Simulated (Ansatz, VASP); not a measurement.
# Two plane-wave programs on BeCd2S3

INCAR

```
SYSTEM = BeCd2S3
ALGO = Normal
EDIFF = 1E-6
EDIFFG = -0.04
ENCUT = 600
GGA = PE
IBRION = 2
ISIF = 3
ISMEAR = 0
LASPH = .True.
LCHARG = .False.
LREAL = .False.
LWAVE = .False.
NELM = 100
NSW = 90
PREC = Accurate
SIGMA = 0.1
```

Contents of KPOINTS:

```
k-points
0
Gamma
  6 6 2
  0 0 0
```

The input POSCAR:

```
BeCd2S3
1.0
    4.4825269500      0.0000000000      0.0000000000
   -2.2412634700      3.8819822100      0.0000000000
    0.0000000000      0.0000000000      8.1160959600
Be Cd S
1 2 3
Direct
    0.0000000000      0.0000000000      0.4425637300
    0.0000000000      0.0000000000      0.8303825000
    0.0000000000      0.0000000000      0.0706205000
    0.3333333300      0.6666666700      0.8535468400
    0.6666666700      0.3333333300      0.8535468400
    0.0000000000      0.0000000000      0.6167539400
```

Input for Ansatz:

```yaml
crystal:
  lattice:
    - [4.48252695, 0.0, 0.0]
    - [-2.24126347, 3.88198221, 0.0]
    - [0.0, 0.0, 8.11609596]
  atoms:
    - { symbol: Be, position: [0.0, 0.0, 0.44256373] }
    - { symbol: Cd, position: [0.0, 0.0, 0.8303825] }
    - { symbol: Cd, position: [0.0, 0.0, 0.0706205] }
    - { symbol: S, position: [0.33333333, 0.66666667, 0.85354684] }
    - { symbol: S, position: [0.66666667, 0.33333333, 0.85354684] }
    - { symbol: S, position: [0.0, 0.0, 0.61675394] }
basis:
  ecutwfc: 420
kpoints:
  mp_grid: { grid: [6, 6, 2] }
hamiltonian:
  xc: pbe
scf:
  occupations: { method: gaussian, width: 0.1 }
  lower_state_search: "off"
output:
  forces: true
  stress: true
  eigenvalues: true
relax:
  adjacent_minimum: "off"
  f_tol: 0.04
  max_steps: 70
  cell: { stress_tol: 0.4 }
```

Alike in both runs: task relaxation of cell and atoms; functional PBE; k mesh 6 × 6 × 2; occupations gaussian, width 0.1 eV; no spin polarisation.

|  | VASP | Ansatz |
| --- | --- | --- |
| version | VASP 6.6.1 | Ansatz 0.2.0 |
| potentials or method | VASP PAW PBE potentials, release 64 (Be, Cd, S), cutoff 600 eV | scalar-relativistic, plane waves, PAW |
| valence electrons in the cell | 44 | 60 |

```tsv
	VASP	Ansatz	Ansatz less VASP
gap on the k mesh at the Fermi level, each at its own relaxed structure (eV)	none	none	-
relaxed volume (Å³/atom)	28.80	28.68	-0.124
relaxed cell length with the largest relative difference (Å)	9.671	9.638	-0.0327
```

A gap of «none» marks a metal or a gap that the smearing closes. VASP's potentials hold 44 valence electrons a cell and Ansatz's 60, so a difference there can come from the potentials and not from the codes.

The k mesh is coarse, so the values compare programs but aren't converged. Noted on VASP's run: the volume moved by over 15 % at a fixed basis, so the end points are rough.
